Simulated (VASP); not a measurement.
AlNi: single point with PBEsol

The system is AlNi.

```
CELL_PARAMETERS angstrom
2.78157 0.00000 0.00000
0.00000 2.78157 0.00000
0.00000 0.00000 2.78157
ATOMIC_POSITIONS crystal
Al 0.00000 0.00000 0.00000
Ni 0.50000 0.50000 0.50000
```

```json
{
 "Program": "VASP 6.6.1",
 "Task": "single point",
 "Functional": "PBEsol",
 "Potentials or basis": "VASP PAW PBE potentials, release 64 (Al, Ni)",
 "Cutoff": "520 eV",
 "k mesh": "10 × 10 × 10",
 "Occupations": "fermi-dirac, width 0.05 eV",
 "Spin": "collinear spin, ferromagnetic start",
 "Starting moments": "[0.0, 1.5] μB",
 "Dipole correction": "no",
 "Further INCAR settings": "ALGO = Normal; EDIFF = 1e-07; NBANDS = 18"
}
```

```yaml
Pressure: 17.9 GPa
Net_moment: 0.00 μB per cell
Valence_electrons_inside_the_program's_atomic_spheres: Al 0.86; Ni 9.68
```

Levels at points of the mesh, in eV from the Fermi level:
Spin up:
```csv
k point,band 2,band 3,band 4,band 5,band 6,band 7,band 8,band 9,band 10,band 11
"(0.00, 0.00, 0.00)",-3.78,-3.78,-1.77,-1.77,-1.77,5.96,5.96,5.96,8.49,8.49
"(0.50, 0.00, 0.00)",-7.34,-3.22,-2.58,-2.58,-1.66,-0.70,8.40,10.52,10.52,11.98
"(0.50, 0.50, 0.00)",-3.88,-3.18,-3.18,-2.40,-2.40,-1.15,1.66,3.03,13.50,15.99
"(0.50, 0.50, 0.50)",-4.65,-4.65,-1.12,-1.12,1.89,1.89,1.89,4.70,4.96,4.96
```
Spin down:
```csv
k point,band 3,band 4,band 5,band 6,band 7,band 8,band 9,band 10
"(0.00, 0.00, 0.00)",-3.78,-1.77,-1.77,-1.77,5.96,5.96,5.96,8.49
"(0.50, 0.00, 0.00)",-3.22,-2.58,-2.58,-1.66,-0.70,8.40,10.52,10.52
"(0.50, 0.50, 0.00)",-3.18,-3.18,-2.40,-2.40,-1.15,1.66,3.03,13.50
"(0.50, 0.50, 0.50)",-4.65,-1.12,-1.12,1.89,1.89,1.89,4.70,4.96
```

Wall time 14 s on 1 thread of Intel(R) Xeon(R) 6975P-C (Granite Rapids), on a shared host, peak memory 0.16 GiB.

Caveat: the starting moments collapsed, and a magnetic state may lie lower; the PAW data sets were made with another functional, which shifts forces and pressure a little.
